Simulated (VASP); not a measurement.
# TaH5 (R3m) in VASP: relaxation of cell and atoms with PBE

Aim: the relaxation of cell and atoms of TaH5 with PBE.

Everything below comes from runs of VASP 6.6.1. Logs are shortened: lines on timing, memory, paths and dates and some standing lists are left out, and cuts for length are marked.

## Step 1: The cell of the first run

The structure is trigonal, space group R3m (No. 160). Conventional cell: a = 5.050 Å, b = 5.050 Å, c = 9.077 Å, α = 90.00°, β = 90.00°, γ = 120.00°. Ta (site symmetry 3m) has 21 H at 2.23 to 3.45 Å within 3.5 Å. Within 1.6 Å of H (site symmetry m) lie 3 H at 1.18 to 1.32 Å. H (site symmetry 3m) has 4 H at 1.01 to 1.32 Å within 1.4 Å. H (site symmetry 3m) has 1 H at 1.01 Å within 1.4 Å.

The cell was generated, and may not be a known phase.

## Step 2: Relaxation of cell and atoms, PBE

INCAR

```
PREC     = Accurate       # precision mode
ENCUT    = 500            # plane-wave cutoff, eV
EDIFF    = 1E-7           # SCF threshold, eV
ISMEAR   = 0              # smearing method
SIGMA    = 0.1            # smearing width, eV
LREAL    = F              # projectors in reciprocal space
LASPH    = T              # aspherical terms in the spheres
NELM     = 120            # most SCF steps
ALGO     = Normal         # electronic algorithm
ISIF     = 3              # what is computed and relaxed
LWAVE    = F              # write WAVECAR
LCHARG   = F              # write CHGCAR
GGA      = PE             # functional
IBRION   = 2              # ionic algorithm
NSW      = 90             # ionic steps
EDIFFG   = -0.04          # ionic threshold
GGA_COMPAT= F            
NELMIN   = 4
```

KPOINTS

```
Automatic mesh
0
Gamma
  6 6 6
```

POSCAR

```
TaH5
1.0
    2.5252329000      1.4579438900      3.0257669200
   -2.5252329000      1.4579438900      3.0257669200
    0.0000000000     -2.9158877800      3.0257669200
Ta H
1 5
Direct
    0.7049928300      0.7049928300      0.7049928300
    0.4438183400      0.2096378400      0.4438183400
    0.4438183400      0.4438183400      0.2096378400
    0.2096378400      0.4438183400      0.4438183400
    0.2414062000      0.2414062000      0.2414062000
    0.1305779400      0.1305779400      0.1305779400
```

Potentials or basis: VASP PAW PBE potentials, release 64 (Ta_sv_GW, H).

The run is started by

```bash
cat potpaw_PBE.64/Ta_sv_GW/POTCAR potpaw_PBE.64/H/POTCAR > POTCAR
mpirun -np 1 vasp_std > vasp.out
```

OUTCAR:

```text
PREC = Accurate
   ENCUT = 500
   EDIFF = 1E-7
   ISMEAR = 0
   LREAL = F
   LASPH = T
   NELM = 120
   ISIF = 3
   GGA = PE
   IBRION = 2
   NSW = 90
   EDIFFG = -0.04
   NELMIN = 4

 ion  position               nearest neighbor table
   1  0.705  0.705  0.705-
   2  0.444  0.210  0.444-
   3  0.444  0.444  0.210-
   4  0.210  0.444  0.444-
   5  0.241  0.241  0.241-
   6  0.131  0.131  0.131-

  LATTYP: Found a trigonal (rhomboedric) cell.
 ALAT       =     4.2021026927
 COS(alpha) =     0.2777300439

  Lattice vectors:

 A1 = (   2.5252329000,   1.4579438900,   3.0257669200)
 A2 = (  -2.5252329000,   1.4579438900,   3.0257669200)
 A3 = (   0.0000000000,  -2.9158877800,   3.0257669200)

Analysis of symmetry for initial positions (statically):
=====================================================================
 Subroutine PRICEL returns:
 Original cell was already a primitive cell.

 Routine SETGRP: Setting up the symmetry group for a
 trigonal (rhombohedral) supercell.

 Subroutine GETGRP returns: Found  6 space group operations
 (whereof  6 operations were pure point group operations)
 out of a pool of 12 trial point group operations.

The static configuration has the point symmetry C_3v.

Analysis of symmetry for dynamics (positions and initial velocities):
=====================================================================
 Subroutine PRICEL returns:
 Original cell was already a primitive cell.

 Routine SETGRP: Setting up the symmetry group for a
 trigonal (rhombohedral) supercell.

 Subroutine GETGRP returns: Found  6 space group operations
 (whereof  6 operations were pure point group operations)
 out of a pool of 12 trial point group operations.

The dynamic configuration has the point symmetry C_3v.

 Subroutine INISYM returns: Found  6 space group operations
 (whereof  6 operations are pure point group operations),
 and found     1 'primitive' translations

----------------------------------------------------------------------------------------

                                     Primitive cell

  volume of cell :      66.8389

  direct lattice vectors                    reciprocal lattice vectors
     2.525232900  1.457943890  3.025766920     0.198001539  0.114316242  0.110164908
    -2.525232900  1.457943890  3.025766920    -0.198001539  0.114316242  0.110164908
     0.000000000 -2.915887780  3.025766920     0.000000000 -0.228632484  0.110164908

  length of vectors
     4.202102693  4.202102693  4.202102688     0.253789518  0.253789518  0.253789518

  position of ions in fractional coordinates (direct lattice)
[... 121 lines left out ...]
  energy-cutoff  :      500.00
  volume of cell :       66.84
 maximum number of plane-waves:      1712
 NGX is ok and might be reduce to    32
   NGX = 15   NGY = 15   NGZ = 15

--------------------------------------- Ionic step        1  -------------------------------------------

 number of electron      18.0000001 magnetization

 Free energy of the ion-electron system (eV)
  ---------------------------------------------------
  ext. energy  EPLUGINS =         0.00000000
  ---------------------------------------------------
  free energy    TOTEN  =       -22.64893620 eV

  energy without entropy =      -22.62690893  energy(sigma->0) =      -22.63792256

------------------------ aborting loop because EDIFF is reached ----------------------------------------

  FORCE on cell =-STRESS in cart. coord.  units (eV):
  Direction    XX          YY          ZZ          XY          YZ          ZX
  --------------------------------------------------------------------------------------
  -------------------------------------------------------------------------------------
  Total       -6.1323315     -6.1323315     -4.8408606      0.0000000     -0.0000000      0.0000000
  in kB     -146.9965825   -146.9965816   -116.0390568      0.0000000     -0.0000000      0.0000000
  external PRESSURE =    -136.6774070 kB  Pullay stress =       0.0000000 kB
[... 101 lines left out ...]
  FREE ENERGIE OF THE ION-ELECTRON SYSTEM (eV)
  ---------------------------------------------------
  free  energy   TOTEN  =       -24.7446407638 eV

  energy  without entropy=      -24.7238766345  energy(sigma->0) =      -24.73425870

 E-fermi :   3.8158     XC(G=0):  -9.8745

 val. band max:        3.7935753863   @ k =   0.5000   0.3333   0.3333
 cond. band min:       3.8706241041   @ k =  -0.3333   0.5000   0.3333
 fundamental gap:      0.0770487179
 Fermi energy:         3.8158272231

 k-point     1 :       0.0000    0.0000    0.0000
  band No.  band energies     occupation
      1     -65.0442      2.00000
      2     -31.4579      2.00000
      3     -31.3996      2.00000
      4     -31.3996      2.00000
      5      -6.7581      2.00000
      6      -0.4536      2.00000
      7       0.3403      2.00000
      8       0.3403      2.00000
      9       4.2301      0.00000
     10       4.2301      0.00000
     11       4.7986      0.00000
     12       6.6609      0.00000
     13       7.1236      0.00000
[... 356 lines left out ...]
      2     -31.5019      2.00000
      3     -31.4494      2.00000
      4     -31.4159      2.00000
      5      -4.7715      2.00000
      6      -1.4046      2.00000
      7      -0.5070      2.00000
      8       0.4178      2.00000
      9       3.3748      2.00000
     10       4.0130      0.00529
     11       4.6287      0.00000
     12       6.0943      0.00000
     13       7.1155      0.00000

 [... further k-points ...]

[... ionic steps 4 to 49 ...]

--------------------------------------- Ionic step       50  -------------------------------------------

 number of electron      18.0000000 magnetization

------------------------ aborting loop because EDIFF is reached ----------------------------------------
[... 75 lines left out ...]
--------------------------------------- Ionic step       52  -------------------------------------------

 number of electron      18.0000000 magnetization

 Free energy of the ion-electron system (eV)
  ---------------------------------------------------
  ext. energy  EPLUGINS =         0.00000000
  ---------------------------------------------------
  free energy    TOTEN  =       -28.67042977 eV

  energy without entropy =      -28.65749149  energy(sigma->0) =      -28.66396063

 E-fermi :   4.4748     XC(G=0): -10.2436

 val. band max:        4.4413756572   @ k =  -0.3333   0.3333   0.3333
 cond. band min:       4.4861242322   @ k =  -0.1667   0.3333   0.1667
 fundamental gap:      0.0447485751
 Fermi energy:         4.4747576201

 k-point     1 :       0.0000    0.0000    0.0000
  band No.  band energies     occupation
      1     -64.3272      2.00000
      2     -30.7901      2.00000
      3     -30.7051      2.00000
      4     -30.7051      2.00000
      5      -6.5731      2.00000
      6      -0.9244      2.00000
      7      -0.9244      2.00000
      8      -0.0387      2.00000
      9       5.8289      0.00000
     10       5.8289      0.00000
     11       6.7043      0.00000
     12       7.6032      0.00000
     13       9.4356      0.00000
[... 401 lines left out ...]
  FREE ENERGIE OF THE ION-ELECTRON SYSTEM (eV)
  ---------------------------------------------------
  free  energy   TOTEN  =       -28.6704297705 eV

  energy  without entropy=      -28.6574914864  energy(sigma->0) =      -28.66396063

 reached required accuracy - stopping structural energy minimisation
```

OSZICAR:

```text
N       E                     dE             d eps       ncg     rms          rms(c)
DAV:   1     0.127460762052E+03    0.12746E+03   -0.93467E+03   864   0.116E+03
DAV:   2    -0.173241014013E+02   -0.14478E+03   -0.14171E+03  1058   0.292E+02
DAV:   3    -0.281796878969E+02   -0.10856E+02   -0.10769E+02  1337   0.849E+01
[... 612 lines left out ...]
DAV:   4    -0.286704303083E+02    0.28073E-05   -0.59153E-05  1002   0.649E-02    0.373E-02
DAV:   5    -0.286704301463E+02    0.16195E-06   -0.18221E-06  1328   0.120E-02    0.362E-02
DAV:   6    -0.286704299244E+02    0.22197E-06   -0.47445E-07   957   0.689E-03    0.110E-02
DAV:   7    -0.286704297707E+02    0.15365E-06   -0.28943E-07   861   0.458E-03    0.246E-03
DAV:   8    -0.286704297705E+02    0.20168E-09   -0.31549E-08   461   0.144E-03
  52 F= -.28670430E+02 E0= -.28663961E+02  d E =-.506810E-03
```

CONTCAR:

```text
TaH5
   1.00000000000000
     2.7464864353192713    1.5856846773734035    1.6955287683020877
    -2.7464864353192713    1.5856846773734035    1.6955287683020877
    -0.0000000000000000   -3.1713693547468069    1.6955287683020877
  Ta              H
     1     5
Direct
     0.6688946825535192    0.6688946825535192    0.6688946825535192
     0.5560535176155714    0.1307355353619523    0.5560535176165418
     0.5560535176165418    0.5560535176165418    0.1307355353609821
     0.1307355353619523    0.5560535176155714    0.5560535176165418
     0.2124864587380010    0.2124864587380010    0.2124864587380010
     0.0500277781144167    0.0500277781144167    0.0500277781144167

  0.00000000E+00  0.00000000E+00  0.00000000E+00
  0.00000000E+00  0.00000000E+00  0.00000000E+00
  0.00000000E+00  0.00000000E+00  0.00000000E+00
  0.00000000E+00  0.00000000E+00  0.00000000E+00
  0.00000000E+00  0.00000000E+00  0.00000000E+00
  0.00000000E+00  0.00000000E+00  0.00000000E+00
```

It took 14 min on 1 thread of Intel Xeon Platinum 8259CL at 2.50GHz (Skylake/Cascade Lake), shared host; peak memory 0.21 GiB.

Results:

| Item | Value |
| --- | --- |
| Free energy | -28.6704 eV |
| Relaxed volume | 7.38 Å³/atom |
| Relaxed cell | a = 3.596 Å, b = 3.596 Å, c = 3.596 Å, α = 99.59°, β = 99.59°, γ = 99.59° |
| Space group after relaxing (to 0.1 Å) | R3m (No. 160) |
| Energy gained by relaxing | 1003.6 meV/atom |
| Ionic steps | 52 |
| Pressure after relaxing | 0.1 GPa |
| Largest force after relaxing | 0.022 eV/Å |
| Band gap on the k mesh | zero (bands 9 and 10 overlap by 2.41 eV) |

Forces in eV/Å, atoms in the order of the input:
```
Ta   0.000  0.000 -0.001
H   -0.011  0.006 -0.008
H    0.000 -0.013 -0.008
H    0.011  0.006 -0.008
H    0.000  0.000  0.022
H    0.000  0.000  0.003
```

Step by step:
```tsv
step	energy change (eV)	largest force (eV/Å)	pressure (GPa)	volume (Å³)
1	0.0000	4.0568	-13.67	66.84
3	-2.0957	5.9708	-5.94	57.18
5	-3.2394	3.1352	5.64	49.56
7	-3.3908	0.8486	-1.30	51.17
9	-3.4562	0.7145	-1.58	51.11
11	-4.0389	1.0511	-5.14	50.68
13	-2.8773	14.3907	21.61	42.05
15	-4.8501	6.1054	-1.44	45.99
17	-4.8822	6.2535	-0.06	45.32
19	-4.8926	6.2858	0.88	44.97
21	-4.9483	4.9950	1.29	44.94
23	-5.0670	4.1568	0.47	44.95
25	-5.4250	3.1678	-2.48	45.01
27	-5.6388	2.2301	-4.68	44.89
29	-5.9383	0.9182	-0.25	43.52
31	-5.9576	0.6129	0.31	43.36
33	-5.9770	0.3243	0.29	43.33
35	-5.9827	0.9432	0.81	43.49
37	-6.0088	0.1472	0.83	43.52
39	-6.0126	0.1288	0.48	43.80
41	-6.0156	0.1275	-0.18	44.34
43	-6.0174	0.0782	-0.42	44.47
45	-6.0180	0.0975	-0.04	44.37
47	-6.0189	0.0583	0.44	44.17
49	-6.0205	0.0991	0.16	44.23
51	-6.0210	0.1386	0.02	44.28
52	-6.0215	0.0216	0.06	44.30
```

Final structure:
```
Ta H
1.0
     2.74649    1.58568    1.69553
    -2.74649    1.58568    1.69553
     0.00000   -3.17137    1.69553
Ta H
1 5
Direct
  0.66889 0.66889 0.66889
  0.55605 0.13074 0.55605
  0.55605 0.55605 0.13074
  0.13074 0.55605 0.55605
  0.21249 0.21249 0.21249
  0.05003 0.05003 0.05003
```

Levels at points of the mesh, in eV from the Fermi level:
| k point | band 7 | band 8 | band 9 | band 10 | band 11 | band 12 |
| --- | --- | --- | --- | --- | --- | --- |
| (0.00, 0.00, 0.00) | -5.40 | -4.51 | 1.35 | 1.35 | 2.23 | 3.13 |
| (0.50, 0.00, 0.00) | -5.36 | -3.48 | 0.25 | 0.70 | 1.34 | 2.19 |
| (0.50, 0.50, 0.00) | -4.64 | -3.37 | -0.29 | 0.53 | 1.89 | 1.94 |
| (0.50, 0.50, 0.50) | -4.34 | -4.31 | -1.05 | -1.05 | 1.88 | 1.94 |

Caveat: the volume moved by over 15 % at a fixed basis, so the end points are rough; spin-orbit coupling is left out, which moves the levels of the heavy elements.

The gap in the log of VASP goes by the Fermi energy; the results here count the filled bands.